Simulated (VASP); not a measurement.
# Co3SbS4 (I-42m) in VASP: further runs

Co3SbS4 is run at these levels: r2SCAN; tasks: single point.

Program: VASP 6.6.1. These are calculated values, not measurements. Logs are shortened: lines on timing, memory, paths and dates and some standing lists are left out, and cuts for length are marked.

## Step 1: The cell of the first run

It takes space group I-42m (No. 121, tetragonal). Conventional cell: a = 5.282 Å, b = 5.282 Å, c = 9.958 Å, α = 90.00°, β = 90.00°, γ = 90.00°. Within 2.8 Å of Co (site symmetry -42m) lie 4 S at 2.14 Å. Co (site symmetry -4) has 4 S at 2.16 Å within 2.9 Å. Within 3.4 Å of Sb (site symmetry -42m) lie 4 S at 2.61 Å. Within 2.8 Å of S (site symmetry m) lie 3 Co at 2.14 to 2.16 Å and 1 Sb at 2.61 Å.

## Step 2: Single point, r2SCAN

File POSCAR:

```
Co3SbS4
1.0
    0.0000000000      5.2820335898      0.0000000000
    5.2820335898      0.0000000000      0.0000000000
    2.6410167949      2.6410167949     -4.9788949678
Co Sb S
3 1 4
Direct
    0.5000000000      0.5000000000      0.0000000000
    0.7500000000      0.2500000000      0.5000000000
    0.2500000000      0.7500000000      0.5000000000
    0.0000000000      0.0000000000      0.0000000000
    0.4353557073      0.4353557073      0.7084902528
    0.5646442927      0.1438459602      0.2915097472
    0.8561540398      0.8561540398      0.7084902528
    0.1438459602      0.5646442927      0.2915097472
```

File INCAR.step1:

```
ALGO = Normal ; EDIFF = 1E-4
ENCUT = 520 ; GGA = PE
ISMEAR = 1 ; LASPH = True
LCHARG = False ; LREAL = False
LWAVE = True ; NBANDS = 38
NELM = 100 ; PREC = Accurate
SIGMA = 0.1363
```

File INCAR.step2:

```
ALGO = Normal ; EDIFF = 1E-7
ENCUT = 520 ; ISIF = 2
ISMEAR = 1 ; ISTART = 1
LASPH = True ; LCHARG = False
LMIXTAU = True ; LREAL = False
LWAVE = False ; METAGGA = R2SCAN
NBANDS = 38 ; NELM = 100
PREC = Accurate ; SIGMA = 0.1363
```

File KPOINTS:

```
k-points
0
Gamma
  4 4 4
```

Potentials or basis: VASP PAW PBE potentials, release 64 (Co, Sb, S).

Started as:

```
$ cat potpaw_PBE.64/Co/POTCAR potpaw_PBE.64/Sb/POTCAR potpaw_PBE.64/S/POTCAR > POTCAR
$ cp INCAR.step1 INCAR
$ mpirun -np 1 vasp_std > vasp.out
$ cp INCAR.step2 INCAR
$ mpirun -np 1 vasp_std > vasp.out
```

OUTCAR:

```text
EDIFF = 1E-7
   ENCUT = 520
   ISIF = 2
   ISMEAR = 1
   ISTART = 1
   LASPH = True
   LREAL = False
   METAGGA = R2SCAN
   NELM = 100
   PREC = Accurate

 ion  position               nearest neighbor table
   1  0.500  0.500  0.000-   7 2.14   6 2.14   8 2.14   5 2.14
   2  0.750  0.250  0.500-   6 2.16   5 2.16   7 2.16   8 2.16
   3  0.250  0.750  0.500-   8 2.16   5 2.16   7 2.16   6 2.16
   4  0.000  0.000  0.000-   5 2.61   6 2.61   8 2.61   7 2.61
   5  0.435  0.435  0.708-   1 2.14   2 2.16   3 2.16   4 2.61
   6  0.565  0.144  0.292-   1 2.14   2 2.16   3 2.16   4 2.61
   7  0.856  0.856  0.708-   1 2.14   2 2.16   3 2.16   4 2.61
   8  0.144  0.565  0.292-   1 2.14   3 2.16   2 2.16   4 2.61

  LATTYP: Found a body centered tetragonal cell.
 ALAT       =     5.2820335898
 C/A-ratio  =     1.8852189723

  Lattice vectors:

 A1 = (  -2.6410167949,   2.6410167949,   4.9788949678)
 A2 = (   2.6410167949,  -2.6410167949,   4.9788949678)
 A3 = (   2.6410167949,   2.6410167949,  -4.9788949678)

Analysis of symmetry for initial positions (statically):
=====================================================================
 Subroutine PRICEL returns:
 Original cell was already a primitive cell.

 Routine SETGRP: Setting up the symmetry group for a
 body centered tetragonal supercell.

 Subroutine GETGRP returns: Found  8 space group operations
 (whereof  8 operations were pure point group operations)
 out of a pool of 16 trial point group operations.

The static configuration has the point symmetry D_2d.

Analysis of symmetry for dynamics (positions and initial velocities):
=====================================================================
 Subroutine PRICEL returns:
 Original cell was already a primitive cell.

 Routine SETGRP: Setting up the symmetry group for a
 body centered tetragonal supercell.

 Subroutine GETGRP returns: Found  8 space group operations
 (whereof  8 operations were pure point group operations)
 out of a pool of 16 trial point group operations.

The dynamic configuration has the point symmetry D_2d.

 Subroutine INISYM returns: Found  8 space group operations
 (whereof  8 operations are pure point group operations),
 and found     1 'primitive' translations

----------------------------------------------------------------------------------------

                                     Primitive cell

  volume of cell :     138.9106

  direct lattice vectors                    reciprocal lattice vectors
     0.000000000  5.282033590  0.000000000     0.000000000  0.189321022  0.100423890
     5.282033590  0.000000000  0.000000000     0.189321022  0.000000000  0.100423890
     2.641016795  2.641016795 -4.978894968     0.000000000  0.000000000 -0.200847780

  length of vectors
     5.282033590  5.282033590  6.224093068     0.214306806  0.214306806  0.200847780

  position of ions in fractional coordinates (direct lattice)
     0.500000000  0.500000000  0.000000000
     0.750000000  0.250000000  0.500000000
     0.250000000  0.750000000  0.500000000
     0.000000000  0.000000000  0.000000000
     0.435355707  0.435355707  0.708490253
     0.564644293  0.143845960  0.291509747
     0.856154040  0.856154040  0.708490253
     0.143845960  0.564644293  0.291509747

  ion indices of the primitive-cell ions
   primitive index   ion index
                 1           1
                 2           2
                 3           3
                 4           4
                 5           5
                 6           6
                 7           7
                 8           8

----------------------------------------------------------------------------------------

 KPOINTS: k-points

Automatic generation of k-mesh.
 Grid dimensions read from file:
 generate k-points for:    4    4    4

 Generating k-lattice:

  Cartesian coordinates                     Fractional coordinates (reciprocal lattice)
     0.000000000  0.047330256  0.025105972     0.250000000  0.000000000  0.000000000
     0.047330256  0.000000000  0.025105972     0.000000000  0.250000000  0.000000000
     0.000000000  0.000000000 -0.050211945     0.000000000  0.000000000  0.250000000

  Length of vectors
     0.053576702  0.053576702  0.050211945

  Shift w.r.t. Gamma in fractional coordinates (k-lattice)
     0.000000000  0.000000000  0.000000000

 Subroutine IBZKPT returns following result:
 ===========================================

 Found     13 irreducible k-points:

 Following reciprocal coordinates:
            Coordinates               Weight
  0.000000  0.000000  0.000000      1.000000
  0.250000  0.000000  0.000000      8.000000
  0.500000  0.000000  0.000000      4.000000
  0.250000  0.250000  0.000000      8.000000
  0.500000  0.250000  0.000000     16.000000
 -0.250000  0.250000  0.000000      4.000000
  0.500000  0.500000  0.000000      2.000000
  0.000000  0.000000  0.250000      2.000000
  0.500000  0.000000  0.250000      4.000000
 -0.250000  0.000000  0.250000      8.000000
  0.500000  0.500000  0.250000      2.000000
 -0.250000 -0.250000  0.250000      4.000000
  0.000000  0.000000  0.500000      1.000000
   k-points           NKPTS =     13   k-points in BZ     NKDIM =     13   number of bands    NBANDS=     38
   number of dos      NEDOS =    301   number of ions     NIONS =      8
   total plane-waves  NPLWV =  76800
   dimension x,y,z NGX =    40 NGY =   40 NGZ =   48
   dimension x,y,z NGXF=    80 NGYF=   80 NGZF=   96
   ions per type =               3   1   4
   NGX,Y,Z   is equivalent  to a cutoff of  12.59, 12.59, 12.82 a.u.
   NGXF,Y,Z  is equivalent  to a cutoff of  25.18, 25.18, 25.64 a.u.
 SYSTEM =  unknown system
   PREC   = accura    normal or accurate (medium, high low for compatibility)
   ISTART =      1    job   : 0-new  1-cont  2-samecut
   ICHARG =      0    charge: 1-file 2-atom 10-const
   ISPIN  =      1    spin polarized calculation?
   LNONCOLLINEAR =      F non collinear calculations
   LSORBIT =      F    spin-orbit coupling
   LASPH  =      T    aspherical Exc in radial PAW
   ENCUT  =  520.0 eV  38.22 Ry    6.18 a.u.   9.82  9.82 11.57*2*pi/ulx,y,z
   NELM   =    100;   NELMIN=  2; NELMDL=  0     # of ELM steps
   EDIFF  = 0.1E-06   stopping-criterion for ELM
   LREAL  =      F    real-space projection
   EDIFFG = 0.1E-05   stopping-criterion for IOM
   NSW    =      0    number of steps for IOM
   IBRION =     -1    ionic relax: 0-MD 1-quasi-New 2-CG
   NFREE  =      0    steps in history (QN), initial steepest desc. (CG)
   ISIF   =      2    stress and relaxation
   ISYM   =      2    0-nonsym 1-usesym 2-fastsym
   POTIM  = 0.5000    time-step for ionic-motion
   TEBEG  =    0.0;   TEEND  =   0.0 temperature during run
   PSTRESS=    0.0 pullay stress
   NELECT =      56.0000    total number of electrons
   NUPDOWN=      -1.0000    fix difference up-down
   EMIN   =  10.00;   EMAX   =-10.00  energy-range for DOS
   EFERMI =   0.00;   METHOD = LEGACY
   ISMEAR =     1;   SIGMA  =   0.14  broadening in eV -4-tet -1-fermi 0-gaus
   EFERMI_NEDOS =   21; number of points for ismear=-14 and -15
   IALGO  =     38    algorithm
   IMIX   =      4    mixing-type and parameters
     AMIX     =   0.40;   BMIX     =  1.00
     AMIX_MAG =   1.60;   BMIX_MAG =  1.00
  volume/ion in A,a.u.               =      17.36       117.18
  Fermi-wavevector in a.u.,A,eV,Ry     =   1.209370  2.285377 19.899542  1.462575
  Thomas-Fermi vector in A             =   2.344949
   LORBIT       =      0    0 simple, 1 ext, 2 COOP (PROOUT), +10 PAW based schemes
   METAGGA = R2SCAN    functional components
   LHFCALC =     F    Hartree Fock is set to
   AEXX    =    0.0000 exact exchange contribution
   IVDW    =     0    specifies the selected vdW correction
   LEPSILON=     F    determine dielectric tensor
   LRPA    =     F    only Hartree local field effects (RPA)
 non-spin polarized calculation
 Methfessel and Paxton  Order N= 1 SIGMA  =   0.14
  energy-cutoff  :      520.00
  volume of cell :      138.91
 maximum number of plane-waves:      3766
   NGX = 19   NGY = 19   NGZ = 23

 number of electron      55.9999989 magnetization

 Free energy of the ion-electron system (eV)
  ---------------------------------------------------
  ext. energy  EPLUGINS =         0.00000000
  ---------------------------------------------------
  free energy    TOTEN  =       -98.32198035 eV

  energy without entropy =      -98.31257091  energy(sigma->0) =      -98.31884387

 E-fermi :   7.2691     XC(G=0): -11.1862

 val. band max:        7.2533208736   @ k =   0.5000   0.5000   0.2500
 cond. band min:       7.2691094348   @ k =   0.5000   0.5000   0.0000
 fundamental gap:      0.0157885613
 Fermi energy:         7.2691010062

 k-point     1 :       0.0000    0.0000    0.0000
  band No.  band energies     occupation
      1      -9.0378      2.00000
      2      -7.1075      2.00000
      3      -7.1075      2.00000
      4      -7.0984      2.00000
      5      -2.7289      2.00000
      6       0.2377      2.00000
[... 30 lines left out ...]
     37      12.3476      0.00000
     38      13.9466      0.00000

 k-point     2 :       0.2500    0.0000    0.0000
  band No.  band energies     occupation
      1      -8.7699      2.00000
      2      -7.3840      2.00000
      3      -7.2443      2.00000
      4      -7.1106      2.00000
      5      -2.6695      2.00000
      6       0.4105      2.00000
[... 30 lines left out ...]
     37      13.0067      0.00000
     38      13.2320      0.00000
[... 408 lines left out ...]
     37      12.5807      0.00000
     38      13.5509      0.00000

 k-point    13 :       0.0000    0.0000    0.5000
  band No.  band energies     occupation
      1      -8.2962      2.00000
      2      -8.0662      2.00000
      3      -7.1350      2.00000
      4      -7.1350      2.00000
      5      -3.1306      2.00000
      6       0.5130      2.00000
[... 30 lines left out ...]
     37      12.7689      0.00000
     38      12.8041      0.00000

------------------------ aborting loop because EDIFF is reached ----------------------------------------

  FORCE on cell =-STRESS in cart. coord.  units (eV):
  Direction    XX          YY          ZZ          XY          YZ          ZX
  --------------------------------------------------------------------------------------
  -------------------------------------------------------------------------------------
  Total        0.0404840      0.0404840      0.0565463      0.0000000     -0.0000000      0.0000000
  in kB        0.4669379      0.4669379      0.6521983      0.0000000     -0.0000000      0.0000000
  external PRESSURE =       0.5286914 kB  Pullay stress =       0.0000000 kB

 VOLUME and BASIS-vectors are now :
 -----------------------------------------------------------------------------
  energy-cutoff  :      520.00
  volume of cell :      138.91
      direct lattice vectors                 reciprocal lattice vectors
     0.000000000  5.282033590  0.000000000     0.000000000  0.189321022  0.100423890
     5.282033590  0.000000000  0.000000000     0.189321022  0.000000000  0.100423890
     2.641016795  2.641016795 -4.978894968     0.000000000  0.000000000 -0.200847780

 POSITION                                       TOTAL-FORCE (eV/Angst)
 -----------------------------------------------------------------------------------
      2.64102      2.64102      0.00000         0.000000      0.000000      0.000000
      2.64102      5.28203     -2.48945         0.000000     -0.000000      0.000000
      5.28203      2.64102     -2.48945        -0.000000      0.000000      0.000000
      0.00000      0.00000      0.00000         0.000000      0.000000      0.000000
      4.17070      4.17070     -3.52750        -0.007449     -0.007449      0.001976
      1.52968      3.75235     -1.45140        -0.007449      0.007449     -0.001976
      6.39337      6.39337     -3.52750         0.007449      0.007449      0.001976
      3.75235      1.52968     -1.45140         0.007449     -0.007449     -0.001976
 -----------------------------------------------------------------------------------
    total drift:                               -0.000072     -0.000072      0.000041

  FREE ENERGIE OF THE ION-ELECTRON SYSTEM (eV)
  ---------------------------------------------------
  free  energy   TOTEN  =       -98.3219803490 eV

  energy  without entropy=      -98.3125709127  energy(sigma->0) =      -98.31884387
```

Run time: 4.2 min. Hardware: 1 thread of Intel Xeon Platinum 8375C at 2.90GHz (Ice Lake), shared host; peak memory 0.32 GiB.

What came out:

| Quantity | Value |
| --- | --- |
| Free energy | -98.3220 eV |
| Pressure | 0.1 GPa |
| Largest force | 0.011 eV/Å |
| Band gap on the k mesh | zero (bands 28 and 29 overlap by 0.25 eV) |

Forces in eV/Å, atoms in the order of the input:
```
Co   0.000  0.000  0.000
Co   0.000  0.000  0.000
Co   0.000  0.000  0.000
Sb   0.000  0.000  0.000
S   -0.007 -0.007  0.002
S   -0.007  0.007 -0.002
S    0.007  0.007  0.002
S    0.007 -0.007 -0.002
```

Levels at points of the mesh, in eV from the Fermi level:
```csv
k point,band 25,band 26,band 27,band 28,band 29,band 30,band 31,band 32
"(0.00, 0.00, 0.00)",-0.87,-0.80,-0.80,-0.23,0.03,1.61,1.76,1.76
"(0.50, 0.00, 0.00)",-0.91,-0.53,-0.46,-0.19,-0.09,0.45,0.46,1.09
"(0.50, 0.50, 0.00)",-0.51,-0.51,-0.14,0.00,0.22,0.38,0.60,1.47
"(0.00, 0.00, 0.50)",-0.48,-0.21,-0.21,-0.08,0.08,0.30,0.30,0.80
```

Caveat: the PAW data sets were made with another functional, which shifts forces and pressure a little; spin-orbit coupling is left out, which moves the levels of the heavy elements; the run has no spin polarisation, though such a crystal can be magnetic. Spin polarisation is off, so any magnetic state and its effect on volume and gap are missing.

## Step 3: Single point, r2SCAN

File POSCAR:

```
Co3SbS4
1.0
    0.0000000000      5.2820304103      0.0000000000
    5.2820304103      0.0000000000      0.0000000000
    2.6410152052      2.6410152052     -4.9788951002
Co Sb S
3 1 4
Direct
    0.5000000000      0.5000000000      0.0000000000
    0.7500000000      0.2500000000      0.5000000000
    0.2500000000      0.7500000000      0.5000000000
    0.0000000000      0.0000000000      0.0000000000
    0.4353552389      0.4353552389      0.7084908312
    0.5646447611      0.1438460701      0.2915091688
    0.8561539299      0.8561539299      0.7084908312
    0.1438460701      0.5646447611      0.2915091688
```

File INCAR.step1:

```
ALGO = Normal ; EDIFF = 1E-4
ENCUT = 520 ; GGA = PE
ISMEAR = 1 ; LASPH = T
LCHARG = F ; LREAL = F
LWAVE = T ; NBANDS = 38
NELM = 100 ; PREC = Accurate
SIGMA = 0.1363
```

File INCAR.step2:

```
ALGO = Normal ; EDIFF = 1E-6
ENCUT = 520 ; ISIF = 2
ISMEAR = 1 ; ISTART = 1
LASPH = T ; LCHARG = T
LELF = T ; LMIXTAU = T
LREAL = F ; LVHAR = T
LWAVE = F ; METAGGA = R2SCAN
NBANDS = 38 ; NELM = 100
PREC = Accurate ; SIGMA = 0.1363
```

KPOINTS is that of step 2.

Potentials or basis: VASP PAW PBE potentials, release 64 (Co, Sb, S).

Started as:

```
$ cat potpaw_PBE.64/Co/POTCAR potpaw_PBE.64/Sb/POTCAR potpaw_PBE.64/S/POTCAR > POTCAR
$ cp INCAR.step1 INCAR
$ mpirun -np 1 vasp_std > vasp.out
$ cp INCAR.step2 INCAR
$ mpirun -np 1 vasp_std > vasp.out
```

It took 4.1 min on 1 thread of Intel Xeon Platinum 8375C at 2.90GHz (Ice Lake), shared host; peak memory 0.32 GiB.

The run converged. Its results:

| Property | Result |
| --- | --- |
| Free energy | -98.3220 eV |
| Pressure | 0.1 GPa |
| Largest force | 0.011 eV/Å |
| Band gap on the k mesh | zero (bands 28 and 29 overlap by 0.25 eV) |

Forces in eV/Å, atoms in the order of the input:
```
Co   0.000  0.000  0.000
Co   0.000  0.000  0.000
Co   0.000  0.000  0.000
Sb   0.000  0.000  0.000
S   -0.007 -0.007  0.002
S   -0.007  0.007 -0.002
S    0.007  0.007  0.002
S    0.007 -0.007 -0.002
```

Levels at points of the mesh, in eV from the Fermi level:
```tsv
k point	band 26	band 27	band 28	band 29	band 30	band 31
(0.00, 0.00, 0.00)	-0.80	-0.80	-0.23	0.03	1.61	1.76
(0.50, 0.00, 0.00)	-0.53	-0.46	-0.19	-0.09	0.45	0.46
(0.50, 0.50, 0.00)	-0.51	-0.14	0.00	0.22	0.38	0.60
(0.00, 0.00, 0.50)	-0.21	-0.21	-0.08	0.08	0.30	0.30
```

Caveat: the PAW data sets were made with another functional, which shifts forces and pressure a little; spin-orbit coupling is left out, which moves the levels of the heavy elements; the run has no spin polarisation, though such a crystal can be magnetic. Spin polarisation is off, so any magnetic state and its effect on volume and gap are missing.
